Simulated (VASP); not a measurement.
# Al (P6_3/mmc) in VASP: a series of runs

Al is run at these levels: PBEsol; tasks: single point.

Everything below comes from runs of VASP 6.6.1. Logs are shortened: lines on timing, memory, paths and dates and some standing lists are left out, and cuts for length are marked.

## 1. The cell of the first run

Symmetry: P6_3/mmc, No. 194, hexagonal system. Conventional cell: a = 2.993 Å, b = 2.993 Å, c = 4.521 Å, α = 90.00°, β = 90.00°, γ = 120.00°. Within 3.7 Å of Al (site symmetry -6m2) lie 12 Al at 2.85 to 2.99 Å.

This isn't the form of Al at room conditions, which is fcc.

## 2. Single point, PBEsol (strain +0.050 along x and y, -0.025 along z)

Input file INCAR:

```
ALGO = Fast
EDIFF = 1E-6
ENCUT = 520
GGA = PS
ISIF = 2
ISMEAR = 0
LASPH = True
LCHARG = False
LREAL = False
LWAVE = False
NBANDS = 10
NELM = 60
PREC = Accurate
SIGMA = 0.15
```

Input file KPOINTS:

```
k-points
0
Gamma
  24 24 14
```

Input file POSCAR:

```
Al
1.0
    2.9925736898      0.0000000000      0.0000000000
   -1.4962868449      2.5916448380      0.0000000000
    0.0000000000      0.0000000000      4.5213833727
Al
2
Direct
    0.6666666667      0.3333333333      0.7500000000
    0.3333333333      0.6666666667      0.2500000000
```

Potentials or basis: VASP PAW PBE potentials, release 64 (Al).

On the command line:

```console
$ cat potpaw_PBE.64/Al/POTCAR > POTCAR
$ mpirun -np 1 vasp_std > vasp.out
```

OUTCAR:

```text
EDIFF = 1E-6
   ENCUT = 520
   GGA = PS
   ISIF = 2
   ISMEAR = 0
   LASPH = True
   LREAL = False
   NELM = 60
   PREC = Accurate

 ion  position               nearest neighbor table
   1  0.667  0.333  0.750-   2 2.85   2 2.85   2 2.85   2 2.85   2 2.85   2 2.85
   2  0.333  0.667  0.250-   1 2.85   1 2.85   1 2.85   1 2.85   1 2.85   1 2.85

  LATTYP: Found a hexagonal cell.
 ALAT       =     2.9925736898
 C/A-ratio  =     1.5108678487

  Lattice vectors:

 A1 = (   2.9925736898,   0.0000000000,   0.0000000000)
 A2 = (  -1.4962868449,   2.5916448380,   0.0000000000)
 A3 = (   0.0000000000,   0.0000000000,   4.5213833727)

Analysis of symmetry for initial positions (statically):
=====================================================================
 Subroutine PRICEL returns:
 Original cell was already a primitive cell.

 Routine SETGRP: Setting up the symmetry group for a
 hexagonal supercell.

 Subroutine GETGRP returns: Found 24 space group operations
 (whereof 12 operations were pure point group operations)
 out of a pool of 24 trial point group operations.

The static configuration has the point symmetry D_3d.
 The point group associated with its full space group is D_6h.

Analysis of symmetry for dynamics (positions and initial velocities):
=====================================================================
 Subroutine PRICEL returns:
 Original cell was already a primitive cell.

 Routine SETGRP: Setting up the symmetry group for a
 hexagonal supercell.

 Subroutine GETGRP returns: Found 24 space group operations
 (whereof 12 operations were pure point group operations)
 out of a pool of 24 trial point group operations.

The dynamic configuration has the point symmetry D_3d.
 The point group associated with its full space group is D_6h.

 Subroutine INISYM returns: Found 24 space group operations
 (whereof 12 operations are pure point group operations),
 and found     1 'primitive' translations

----------------------------------------------------------------------------------------

                                     Primitive cell

  volume of cell :      35.0664

  direct lattice vectors                    reciprocal lattice vectors
     2.992573690  0.000000000  0.000000000     0.334160527  0.192927670  0.000000000
    -1.496286845  2.591644838  0.000000000     0.000000000  0.385855340  0.000000000
     0.000000000  0.000000000  4.521383373     0.000000000  0.000000000  0.221171247

  length of vectors
     2.992573690  2.992573690  4.521383373     0.385855340  0.385855340  0.221171247

  position of ions in fractional coordinates (direct lattice)
     0.666666667  0.333333333  0.750000000
     0.333333333  0.666666667  0.250000000

  ion indices of the primitive-cell ions
   primitive index   ion index
                 1           1
                 2           2

----------------------------------------------------------------------------------------

 KPOINTS: k-points

Automatic generation of k-mesh.
 Grid dimensions read from file:
 generate k-points for:   24   24   14

 Generating k-lattice:

  Cartesian coordinates                     Fractional coordinates (reciprocal lattice)
     0.013923355  0.008038653  0.000000000     0.041666667  0.000000000  0.000000000
     0.000000000  0.016077306  0.000000000     0.000000000  0.041666667  0.000000000
     0.000000000  0.000000000  0.015797946     0.000000000  0.000000000  0.071428571

  Length of vectors
     0.016077306  0.016077306  0.015797946

  Shift w.r.t. Gamma in fractional coordinates (k-lattice)
     0.000000000  0.000000000  0.000000000

 Subroutine IBZKPT returns following result:
 ===========================================

 Found    488 irreducible k-points:

 Following reciprocal coordinates:
            Coordinates               Weight
  0.000000  0.000000  0.000000      1.000000
  0.041667  0.000000  0.000000      6.000000
  0.083333  0.000000  0.000000      6.000000
  0.125000  0.000000  0.000000      6.000000
  0.166667  0.000000  0.000000      6.000000
  0.208333  0.000000  0.000000      6.000000
[... 16 lines left out ...]
  0.416667  0.041667  0.000000     12.000000
  0.458333  0.041667  0.000000     12.000000
 [... further k-points ...]
   k-points           NKPTS =    488   k-points in BZ     NKDIM =    488   number of bands    NBANDS=     10
   number of dos      NEDOS =    301   number of ions     NIONS =      2
   total plane-waves  NPLWV =  20736
   dimension x,y,z NGX =    24 NGY =   24 NGZ =   36
   dimension x,y,z NGXF=    48 NGYF=   48 NGZF=   72
   ions per type =               2
   NGX,Y,Z   is equivalent  to a cutoff of  13.33, 13.33, 13.24 a.u.
   NGXF,Y,Z  is equivalent  to a cutoff of  26.67, 26.67, 26.47 a.u.
 SYSTEM =  unknown system
   PREC   = accura    normal or accurate (medium, high low for compatibility)
   ISTART =      0    job   : 0-new  1-cont  2-samecut
   ICHARG =      2    charge: 1-file 2-atom 10-const
   ISPIN  =      1    spin polarized calculation?
   LNONCOLLINEAR =      F non collinear calculations
   LSORBIT =      F    spin-orbit coupling
   LASPH  =      T    aspherical Exc in radial PAW
   ENCUT  =  520.0 eV  38.22 Ry    6.18 a.u.   5.56  5.56  8.41*2*pi/ulx,y,z
   NELM   =     60;   NELMIN=  2; NELMDL= -5     # of ELM steps
   EDIFF  = 0.1E-05   stopping-criterion for ELM
   LREAL  =      F    real-space projection
[... 7 lines left out ...]
   TEBEG  =    0.0;   TEEND  =   0.0 temperature during run
   PSTRESS=    0.0 pullay stress
   NELECT =       6.0000    total number of electrons
   NUPDOWN=      -1.0000    fix difference up-down
   EMIN   =  10.00;   EMAX   =-10.00  energy-range for DOS
   EFERMI =   0.00;   METHOD = LEGACY
   ISMEAR =     0;   SIGMA  =   0.15  broadening in eV -4-tet -1-fermi 0-gaus
   EFERMI_NEDOS =   21; number of points for ismear=-14 and -15
   IALGO  =     68    algorithm
   IMIX   =      4    mixing-type and parameters
     AMIX     =   0.40;   BMIX     =  1.00
     AMIX_MAG =   1.60;   BMIX_MAG =  1.00
  volume/ion in A,a.u.               =      17.53       118.32
  Fermi-wavevector in a.u.,A,eV,Ry     =   0.908855  1.717487 11.238654  0.826018
  Thomas-Fermi vector in A             =   2.032831
   LORBIT       =      0    0 simple, 1 ext, 2 COOP (PROOUT), +10 PAW based schemes
   GGA     = PS    functional components
   LHFCALC =     F    Hartree Fock is set to
   AEXX    =    0.0000 exact exchange contribution
   IVDW    =     0    specifies the selected vdW correction
   LEPSILON=     F    determine dielectric tensor
   LRPA    =     F    only Hartree local field effects (RPA)
 non-spin polarized calculation
 RMM-DIIS sequential band-by-band and
 Gauss-broadening in eV      SIGMA  =   0.15
  energy-cutoff  :      520.00
  volume of cell :       35.07
 maximum number of plane-waves:      1000
 NGX is ok and might be reduce to    24
   NGX = 11   NGY = 11   NGZ = 17

 number of electron       6.0000000 magnetization

 Free energy of the ion-electron system (eV)
  ---------------------------------------------------
  ext. energy  EPLUGINS =         0.00000000
  ---------------------------------------------------
  free energy    TOTEN  =        -8.05567948 eV

  energy without entropy =       -8.04544020  energy(sigma->0) =       -8.05055984

 E-fermi :   7.3189     XC(G=0): -10.0357

 val. band max:        7.3173637203   @ k =   0.2500   0.2500   0.4286
 cond. band min:       7.3231721196   @ k =   0.2917   0.0833   0.0714
 fundamental gap:      0.0058083993
 Fermi energy:         7.3189111049

 k-point     1 :       0.0000    0.0000    0.0000
  band No.  band energies     occupation
      1      -3.3925      2.00000
      2       3.4097      2.00000
      3       3.9801      2.00000
      4      16.1784      0.00000
      5      16.1784      0.00000
      6      17.0078      0.00000
      7      17.0078      0.00000
      8      19.4719      0.00000
      9      19.6495      0.00000
     10      21.9631      0.00000

 k-point     2 :       0.0417    0.0000    0.0000
  band No.  band energies     occupation
      1      -3.3543      2.00000
      2       3.4450      2.00000
      3       4.0176      2.00000
      4      15.3952      0.00000
      5      15.7218      0.00000
      6      17.0067      0.00000
      7      17.5313      0.00000
      8      19.8770      0.00000
      9      20.0560      0.00000
     10      21.2102      0.00000

 k-point     3 :       0.0833    0.0000    0.0000
  band No.  band energies     occupation
      1      -3.2398      2.00000
      2       3.5508      2.00000
      3       4.1298      2.00000
      4      14.0700      0.00000
      5      15.0665      0.00000
      6      16.6150      0.00000
      7      18.3860      0.00000
      8      20.0247      0.00000
      9      20.2629      0.00000
     10      20.6765      0.00000

 k-point     4 :       0.1250    0.0000    0.0000
  band No.  band energies     occupation
      1      -3.0491      2.00000
      2       3.7272      2.00000
      3       4.3159      2.00000
      4      12.6676      0.00000
      5      14.4479      0.00000
      6      16.0655      0.00000
      7      18.7340      0.00000
      8      19.2247      0.00000
      9      19.3279      0.00000
     10      20.6122      0.00000

 k-point     5 :       0.1667    0.0000    0.0000
  band No.  band energies     occupation
      1      -2.7825      2.00000
      2       3.9740      2.00000
      3       4.5747      2.00000
      4      11.2774      0.00000
      5      13.8883      0.00000
      6      15.4939      0.00000
      7      17.4210      0.00000
      8      18.0588      0.00000
      9      19.9770      0.00000
     10      20.2208      0.00000

 k-point     6 :       0.2083    0.0000    0.0000
  band No.  band energies     occupation
      1      -2.4405      2.00000
      2       4.2911      2.00000
      3       4.9032      2.00000
      4       9.9299      0.00000
      5      13.3927      0.00000
      6      14.9319      0.00000
      7      16.1259      0.00000
      8      16.9169      0.00000
      9      19.5911      0.00000
     10      19.7160      0.00000
[... 183 lines left out ...]
 k-point    21 :       0.3333    0.0417    0.0000
  band No.  band energies     occupation
      1      -0.6308      2.00000
      2       5.4526      2.00000
      3       5.9736      2.00000
      4       6.8668      1.99998
      5      11.4232      0.00000
      6      12.0016      0.00000
      7      12.7292      0.00000
      8      14.6983      0.00000
      9      17.8833      0.00000
     10      18.0832      0.00000

 k-point    22 :       0.3750    0.0417    0.0000
  band No.  band energies     occupation
      1       0.0407      2.00000
      2       4.4501      2.00000
      3       6.5952      2.00000
      4       7.4299      0.29555
      5      10.9659      0.00000
      6      11.0958      0.00000
      7      11.8709      0.00000
      8      14.4519      0.00000
      9      17.6652      0.00000
     10      17.9017      0.00000

 k-point    23 :       0.4167    0.0417    0.0000
  band No.  band energies     occupation
      1       0.7799      2.00000
      2       3.4550      2.00000
      3       7.2657      1.38383
      4       8.1152      0.00000
      5      10.0181      0.00000
      6      10.5112      0.00000
      7      11.3826      0.00000
      8      14.2932      0.00000
      9      17.5197      0.00000
     10      17.7805      0.00000

 k-point    24 :       0.4583    0.0417    0.0000
  band No.  band energies     occupation
      1       1.5662      2.00000
      2       2.5368      2.00000
      3       7.9015      0.00000
      4       8.8525      0.00000
      5       9.2434      0.00000
      6       9.7303      0.00000
      7      11.2344      0.00000
      8      14.2151      0.00000
      9      17.4469      0.00000
     10      17.7199      0.00000

 [... further k-points ...]
[... 5 lines left out ...]
  --------------------------------------------------------------------------------------
  -------------------------------------------------------------------------------------
  Total       -1.2546917     -1.2546917     -0.3075839      0.0000000      0.0000000      0.0000000
  in kB      -57.3265668    -57.3265668    -14.0534339      0.0000000      0.0000000      0.0000000
  external PRESSURE =     -42.9021891 kB  Pullay stress =       0.0000000 kB

 VOLUME and BASIS-vectors are now :
 -----------------------------------------------------------------------------
  energy-cutoff  :      520.00
  volume of cell :       35.07
      direct lattice vectors                 reciprocal lattice vectors
     2.992573690  0.000000000  0.000000000     0.334160527  0.192927670  0.000000000
    -1.496286845  2.591644838  0.000000000     0.000000000  0.385855340  0.000000000
     0.000000000  0.000000000  4.521383373     0.000000000  0.000000000  0.221171247

 POSITION                                       TOTAL-FORCE (eV/Angst)
 -----------------------------------------------------------------------------------
      1.49629      0.86388      3.39104         0.000000      0.000000      0.000000
     -0.00000      1.72776      1.13035        -0.000000     -0.000000      0.000000
 -----------------------------------------------------------------------------------
    total drift:                               -0.000000      0.000000     -0.000000

  FREE ENERGIE OF THE ION-ELECTRON SYSTEM (eV)
  ---------------------------------------------------
  free  energy   TOTEN  =        -8.0556794814 eV

  energy  without entropy=       -8.0454402040  energy(sigma->0) =       -8.05055984
```

It took 2.4 min on 1 thread of AMD EPYC 7R43 (Zen 3), shared host; peak memory 0.23 GiB.

Results:

* Free energy: -8.0557 eV
* Pressure: -4.3 GPa
* Band gap on the k mesh: zero (bands 3 and 4 overlap by 8.33 eV)

Caveat: the cell differs from its parent crystal (strain +0.050 along x and y, -0.025 along z); the cell stands under tension; the PAW data sets were made with another functional, which shifts forces and pressure a little.

## 3. Single point, PBEsol (strain +0.025 along x and y, +0.025 along z)

Input file INCAR:

```
SYSTEM = Al
PREC     = Accurate       ! precision mode
ENCUT    = 520            ! plane-wave cutoff, eV
EDIFF    = 1E-6           ! SCF threshold, eV
ISMEAR   = 0              ! smearing method
SIGMA    = 0.15           ! smearing width, eV
LREAL    = .False.        ! projectors in reciprocal space
LASPH    = .True.         ! aspherical terms in the spheres
NELM     = 60             ! most SCF steps
ALGO     = Fast           ! electronic algorithm
ISIF     = 2              ! what is computed and relaxed
LWAVE    = .False.        ! write WAVECAR
LCHARG   = .False.        ! write CHGCAR
GGA      = PS             ! functional
NBANDS   = 10             ! bands
```

Input file KPOINTS:

```
Automatic mesh
0
Gamma
  24 24 14
  0 0 0
```

Input file POSCAR:

```
Al
1.0
    2.9213219352      0.0000000000      0.0000000000
   -1.4606609676      2.5299390086      0.0000000000
    0.0000000000      0.0000000000      4.7532491867
Al
2
Direct
    0.6666666667      0.3333333333      0.7500000000
    0.3333333333      0.6666666667      0.2500000000
```

Potentials or basis: VASP PAW PBE potentials, release 64 (Al).

On the command line:

```console
$ cat potpaw_PBE.64/Al/POTCAR > POTCAR
$ mpirun -np 1 vasp_std > vasp.out
```

OUTCAR:

```text
SYSTEM = Al
   PREC = Accurate
   ENCUT = 520
   EDIFF = 1E-6
   ISMEAR = 0
   LREAL = .False.
   LASPH = .True.
   NELM = 60
   ISIF = 2
   GGA = PS

 ion  position               nearest neighbor table
   1  0.667  0.333  0.750-   2 2.91   2 2.91   2 2.91   2 2.91   2 2.91   2 2.91
   2  0.333  0.667  0.250-   1 2.91   1 2.91   1 2.91   1 2.91   1 2.91   1 2.91

  LATTYP: Found a hexagonal cell.
 ALAT       =     2.9213219352
 C/A-ratio  =     1.6270884525

  Lattice vectors:

 A1 = (   2.9213219352,   0.0000000000,   0.0000000000)
 A2 = (  -1.4606609676,   2.5299390086,   0.0000000000)
[... 494 lines left out ...]
      7      11.9114      0.00000
      8      14.9452      0.00000
      9      17.5559      0.00000
     10      17.8185      0.00000

 [... further k-points ...]
[... 5 lines left out ...]
  --------------------------------------------------------------------------------------
  -------------------------------------------------------------------------------------
  Total       -1.1413943     -1.1413943     -0.9323830      0.0000000      0.0000000      0.0000000
  in kB      -52.0554506    -52.0554506    -42.5230979      0.0000000      0.0000000      0.0000000
  external PRESSURE =     -48.8779997 kB  Pullay stress =       0.0000000 kB

 VOLUME and BASIS-vectors are now :
 -----------------------------------------------------------------------------
  energy-cutoff  :      520.00
  volume of cell :       35.13
      direct lattice vectors                 reciprocal lattice vectors
     2.921321935  0.000000000  0.000000000     0.342310783  0.197633223  0.000000000
    -1.460660968  2.529939009  0.000000000     0.000000000  0.395266446  0.000000000
     0.000000000  0.000000000  4.753249187     0.000000000  0.000000000  0.210382406

 POSITION                                       TOTAL-FORCE (eV/Angst)
 -----------------------------------------------------------------------------------
      1.46066      0.84331      3.56494         0.000000      0.000000      0.000000
     -0.00000      1.68663      1.18831         0.000000     -0.000000      0.000000
 -----------------------------------------------------------------------------------
    total drift:                               -0.000000      0.000000     -0.000000

  FREE ENERGIE OF THE ION-ELECTRON SYSTEM (eV)
  ---------------------------------------------------
  free  energy   TOTEN  =        -8.0816376986 eV

  energy  without entropy=       -8.0720367445  energy(sigma->0) =       -8.07683722
```

Wall time 3.9 min (1 thread of AMD EPYC 7R43 (Zen 3), shared host); peak memory 0.21 GiB.

Results:

| Property | Result |
| --- | --- |
| Free energy | -8.0816 eV |
| Pressure | -4.9 GPa |
| Band gap on the k mesh | zero (bands 3 and 4 overlap by 7.29 eV) |

Levels at points of the mesh, in eV from the Fermi level:
```csv
k point,band 1,band 2,band 3,band 4,band 5,band 6
"(0.00, 0.00, 0.00)",-10.70,-4.32,-4.25,9.99,9.99,10.57
"(0.50, 0.00, 0.00)",-5.17,-4.90,0.62,1.07,1.58,1.62
"(0.00, 0.00, 0.50)",-9.07,-9.07,3.38,3.38,11.30,11.30
"(0.50, 0.00, 0.50)",-3.74,-3.74,-3.14,-3.14,6.68,6.68
```

Caveat: the cell differs from its parent crystal (strain +0.025 along x and y, +0.025 along z); the cell stands under tension; the PAW data sets were made with another functional, which shifts forces and pressure a little.

(Part 1 of 2 ends here.)
